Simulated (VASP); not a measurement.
# C (Cmmm) in VASP: a series of runs, part 2 of 2

VASP 6.6.1.

## 3. Single point, PBE+D3(BJ) (atoms displaced along a vibrational mode)

The input, INCAR:

```
ALGO = Normal
EDIFF = 1E-6
ENCUT = 520
GGA = PE
ISIF = 2
ISMEAR = 0
IVDW = 12
LASPH = True
LCHARG = False
LREAL = False
LWAVE = False
NBANDS = 11
NELM = 60
PREC = Accurate
SIGMA = 0.15
```

The input, KPOINTS:

```
k-points
0
Gamma
  21 21 12
```

The input, POSCAR:

```
C
1.0
    2.4646600538      0.0000000000      0.0000000000
   -1.2323300269      2.1344582183      0.0000000000
    0.0000000000      0.0000000000      3.5719697732
C
2
Direct
    0.3192782444      0.6385564889      0.0000000000
    0.6807217556      0.3614435111      0.0000000000
```

Potentials or basis: VASP PAW PBE potentials, release 64 (C).

Launch:

```bash
$ cat potpaw_PBE.64/C/POTCAR > POTCAR
$ mpirun -np 1 vasp_std > vasp.out
```

Wall time 2.6 min (1 thread of Intel Xeon Platinum 8259CL at 2.50GHz (Skylake/Cascade Lake), shared host); peak memory 0.25 GiB.

It converged, with:

* Free energy: -18.3684 eV
* Pressure: 5.7 GPa
* Largest force: 5.496 eV/Å
* Band gap on the k mesh: zero (bands 4 and 5 overlap by 0.38 eV)
* Dispersion energy per atom: -0.145 eV

Forces on the atoms (eV/Å):
```
C    0.000  5.496  0.000
C    0.000 -5.496  0.000
```

Stress tensor (GPa, compression positive):
```
19.49  0.00  0.00
 0.00 -2.29  0.00
 0.00  0.00 -0.21
```

Levels at points of the mesh, in eV from the Fermi level:
| k point | band 2 | band 3 | band 4 | band 5 | band 6 | band 7 |
| --- | --- | --- | --- | --- | --- | --- |
| (0.00, 0.00, 0.00) | -6.83 | -4.70 | -1.03 | 3.93 | 6.06 | 10.77 |
| (0.00, 0.00, 0.50) | -8.24 | -4.68 | -1.00 | 6.10 | 9.20 | 10.85 |

Caveat: the cell differs from its parent crystal (atoms displaced along a vibrational mode); the cell stands under pressure; forces of over 1 eV/Å act on the atoms, so gaps and moduli don't describe the material at rest.

## 4. Single point, PBE+D3(BJ) (atoms displaced along a vibrational mode)

The input, INCAR:

```
ALGO = Normal
EDIFF = 1E-6
ENCUT = 520
GGA = PE
ISIF = 2
ISMEAR = 0
IVDW = 12
LASPH = True
LCHARG = True
LELF = True
LREAL = False
LVHAR = True
LWAVE = False
NBANDS = 11
NELM = 100
PREC = Accurate
SIGMA = 0.15
```

KPOINTS is that of step 3.

The input, POSCAR:

```
C
1.0
    2.4646600538      0.0000000000      0.0000000000
   -1.2323300269      2.1344582183      0.0000000000
    0.0000000000      0.0000000000      3.5719697732
C
2
Direct
    0.3286483037      0.6572966074      0.0000000000
    0.6713516963      0.3427033926      0.0000000000
```

Launch:

```bash
$ cat potpaw_PBE.64/C/POTCAR > POTCAR
$ mpirun -np 1 vasp_std > vasp.out
```

Wall time 3 min (1 thread of Intel Xeon Platinum 8259CL at 2.50GHz (Skylake/Cascade Lake), shared host); peak memory 0.25 GiB.

It converged, with:

| Item | Value |
| --- | --- |
| Free energy | -18.6761 eV |
| Pressure | 1.1 GPa |
| Largest force | 2.060 eV/Å |
| Band gap on the k mesh | zero (bands 4 and 5 overlap by 0.40 eV) |
| Dispersion energy per atom | -0.145 eV |

Forces on the atoms (eV/Å):
```
C    0.000  2.060  0.000
C    0.000 -2.060  0.000
```

Stress tensor (GPa, compression positive):
```
 5.52  0.00  0.00
 0.00 -2.23  0.00
 0.00  0.00 -0.08
```

Levels at points of the mesh, in eV from the Fermi level:
```tsv
k point	band 1	band 2	band 3	band 4	band 5	band 6	band 7	band 8	band 9
(0.00, 0.00, 0.00)	-19.61	-6.87	-3.63	-2.42	3.83	7.52	9.10	11.60	12.43
(0.00, 0.00, 0.50)	-19.43	-8.29	-3.61	-2.39	7.57	9.16	9.18	11.35	12.68
```

Caveat: the cell differs from its parent crystal (atoms displaced along a vibrational mode); forces of over 1 eV/Å act on the atoms, so gaps and moduli don't describe the material at rest.

## 5. Single point, PBE+D3(BJ) (atoms displaced along a vibrational mode)

The input, INCAR:

```
PREC = Accurate
ENCUT = 520
EDIFF = 1E-6
ISMEAR = 0
SIGMA = 0.15
LREAL = False
LASPH = True
NELM = 60
ALGO = Normal
ISIF = 2
LWAVE = False
LCHARG = True
GGA = PE
IVDW = 12
LELF = True
LVHAR = True
NBANDS = 11
```

The input, KPOINTS:

```
regular mesh
0
Gamma
  21 21 12
```

The input, POSCAR:

```
C
1.0
    2.4646600538      0.0000000000      0.0000000000
   -1.2323300269      2.1344582183      0.0000000000
    0.0000000000      0.0000000000      3.5719697732
C
2
Direct
    0.3473884222      0.6947768445      0.0000000000
    0.6526115778      0.3052231555      0.0000000000
```

Launch:

```bash
$ cat potpaw_PBE.64/C/POTCAR > POTCAR
$ mpirun -np 1 vasp_std > vasp.out
```

Wall time 3.5 min (1 thread of Intel Xeon Platinum 8259CL at 2.50GHz (Skylake/Cascade Lake), shared host); peak memory 0.24 GiB.

The run converged. Its results:

```yaml
Free_energy: -18.2931 eV
Pressure: 7.4 GPa
Largest_force: 7.406 eV/Å
Band_gap_on_the_k_mesh: zero (bands 4 and 5 overlap by 0.83 eV)
Dispersion_energy_per_atom: -0.145 eV
```

Forces on the atoms (eV/Å):
```
C    0.000 -7.406  0.000
C    0.000  7.406  0.000
```

Stress tensor (GPa, compression positive):
```
-3.26  0.00  0.00
 0.00 25.62  0.00
 0.00  0.00 -0.26
```

Levels at points of the mesh, in eV from the Fermi level:
```csv
k point,band 1,band 2,band 3,band 4,band 5,band 6,band 7,band 8
"(0.00, 0.00, 0.00)",-19.41,-6.70,-4.47,-0.96,4.06,6.23,10.45,11.94
"(0.00, 0.00, 0.50)",-19.23,-8.11,-4.45,-0.94,6.27,9.32,10.54,11.68
```

Caveat: the cell differs from its parent crystal (atoms displaced along a vibrational mode); the cell stands under pressure; forces of over 1 eV/Å act on the atoms, so gaps and moduli don't describe the material at rest.

## 6. Single point, PBE+D3(BJ) (atoms displaced along a vibrational mode)

The input, INCAR:

```
SYSTEM = C
ALGO = Normal ; EDIFF = 1E-6
ENCUT = 520 ; GGA = PE
ISIF = 2 ; ISMEAR = 0
IVDW = 12 ; LASPH = .True.
LCHARG = .True. ; LELF = .True.
LREAL = .False. ; LVHAR = .True.
LWAVE = .False. ; NBANDS = 11
NELM = 100 ; PREC = Accurate
SIGMA = 0.15
```

The input, KPOINTS:

```
k-points
0
Gamma
  21 21 12
  0 0 0
```

The input, POSCAR:

```
C
1.0
    2.4646600538      0.0000000000      0.0000000000
   -1.2323300269      2.1344582183      0.0000000000
    0.0000000000      0.0000000000      3.5719697732
C
2
Direct
    0.3427033926      0.6854067852      0.0000000000
    0.6572966074      0.3145932148      0.0000000000
```

Potentials or basis: VASP PAW PBE potentials, release 64 (C).

Launch:

```bash
$ cat potpaw_PBE.64/C/POTCAR > POTCAR
$ mpirun -np 1 vasp_std > vasp.out
```

OUTCAR:

```text
SYSTEM = C
   EDIFF = 1E-6
   ENCUT = 520
   GGA = PE
   ISIF = 2
   ISMEAR = 0
   IVDW = 12
   LASPH = .True.
   LREAL = .False.
   NELM = 100
   PREC = Accurate
 IVDW          = 12

 ion  position               nearest neighbor table
   1  0.343  0.685  0.000-   2 1.34   2 1.46   2 1.46
   2  0.657  0.315  0.000-   1 1.34   1 1.46   1 1.46

  LATTYP: Found a hexagonal cell.
 ALAT       =     2.4646600538
 C/A-ratio  =     1.4492748270

  Lattice vectors:

 A1 = (   2.4646600538,   0.0000000000,   0.0000000000)
 A2 = (  -1.2323300269,   2.1344582183,   0.0000000000)
[... 522 lines left out ...]

 Edisp (eV)   -0.29007

 E8    (eV) :    -0.0815

  FORCE on cell =-STRESS in cart. coord.  units (eV):
  Direction    XX          YY          ZZ          XY          YZ          ZX
  --------------------------------------------------------------------------------------
  -------------------------------------------------------------------------------------
  Total      -0.42605     1.62999    -0.01451    -0.00000     0.00000     0.00000
  in kB     -36.32630   138.97732    -1.23743    -0.00000     0.00000     0.00000
  external pressure =       33.80 kB  Pullay stress =        0.00 kB

 VOLUME and BASIS-vectors are now :
 -----------------------------------------------------------------------------
  energy-cutoff  :      520.00
  volume of cell :       18.79
      direct lattice vectors                 reciprocal lattice vectors
     2.464660054  0.000000000  0.000000000     0.405735468  0.234251482  0.000000000
    -1.232330027  2.134458218  0.000000000     0.000000000  0.468502963  0.000000000
     0.000000000  0.000000000  3.571969773     0.000000000  0.000000000  0.279957576

 POSITION                                       TOTAL-FORCE (eV/Angst)
 -----------------------------------------------------------------------------------
      0.00000      1.46297      0.00000         0.000000     -4.711542     -0.000000
      1.23233      0.67149      0.00000         0.000000      4.711542      0.000000
 -----------------------------------------------------------------------------------
    total drift:                                0.000000     -0.000000      0.000000

  FREE ENERGIE OF THE ION-ELECTRON SYSTEM (eV)
  ---------------------------------------------------
  free  energy   TOTEN  =       -18.5344623974 eV

  energy  without entropy=      -18.5338126991  energy(sigma->0) =      -18.53413755
```

OSZICAR:

```text
N       E                     dE             d eps       ncg     rms          rms(c)
DAV:   1     0.579306860899E+01    0.57931E+01   -0.44129E+03 19168   0.656E+02
DAV:   2    -0.189106980571E+02   -0.24704E+02   -0.23577E+02 24806   0.130E+02
DAV:   3    -0.195009033980E+02   -0.59021E+00   -0.58870E+00 23852   0.167E+01
DAV:   4    -0.195031134830E+02   -0.22101E-02   -0.22098E-02 21665   0.124E+00
DAV:   5    -0.195031230151E+02   -0.95321E-05   -0.95321E-05 23253   0.745E-02    0.644E+00
DAV:   6    -0.185459533616E+02    0.95717E+00   -0.75905E-01 21347   0.531E+00    0.374E+00
DAV:   7    -0.182397366503E+02    0.30622E+00   -0.89806E-01 21789   0.576E+00    0.106E+00
DAV:   8    -0.182446785586E+02   -0.49419E-02   -0.25295E-02 20484   0.103E+00    0.137E-01
DAV:   9    -0.182442816196E+02    0.39694E-03   -0.95920E-04 22202   0.203E-01    0.609E-02
DAV:  10    -0.182443846748E+02   -0.10306E-03   -0.16616E-04 20365   0.911E-02    0.241E-02
DAV:  11    -0.182443942573E+02   -0.95825E-05   -0.12397E-05 21794   0.237E-02    0.304E-03
DAV:  12    -0.182443947646E+02   -0.50736E-06   -0.15375E-06 20860   0.897E-03
   1 F= -.18534462E+02 E0= -.18534138E+02  d E =-.649698E-03
```

Run time: 3.1 min. Hardware: 1 thread of Intel Xeon Platinum 8259CL at 2.50GHz (Skylake/Cascade Lake), shared host; peak memory 0.24 GiB.

What came out:

* Free energy: -18.5345 eV
* Pressure: 3.4 GPa
* Largest force: 4.712 eV/Å
* Band gap on the k mesh: zero (bands 4 and 5 overlap by 0.12 eV)
* Dispersion energy per atom: -0.145 eV

Forces on the atoms (eV/Å):
```
C    0.000 -4.712  0.000
C    0.000  4.712  0.000
```

Caveat: the cell differs from its parent crystal (atoms displaced along a vibrational mode); the cell stands under pressure; forces of over 1 eV/Å act on the atoms, so gaps and moduli don't describe the material at rest.

## 7. Summary

| cell | gap on the mesh (eV) | pressure (GPa) | largest force (eV/Å) |
| --- | --- | --- | --- |
| as given, atomic positions A | none | 1.1 | 2.27 |
| as given, atomic positions B | none | 5.7 | 5.50 |
| as given, atomic positions C | none | 1.1 | 2.06 |
| as given, atomic positions D | none | 7.4 | 7.41 |
| as given, atomic positions E | none | 3.4 | 4.71 |

Alike in all rows: task single point; level PBE+D3(BJ); potentials or basis VASP PAW PBE potentials, release 64 (C); no spin polarisation; k mesh 21 × 21 × 12; cutoff (eV) 520; smearing gaussian 0.15 eV.

Caveats: forces of over 1 eV/Å act on the atoms, so gaps and moduli don't describe the material at rest; the cell stands under pressure (at least some runs).

Absolute energies hang on the potentials; compare differences alone.
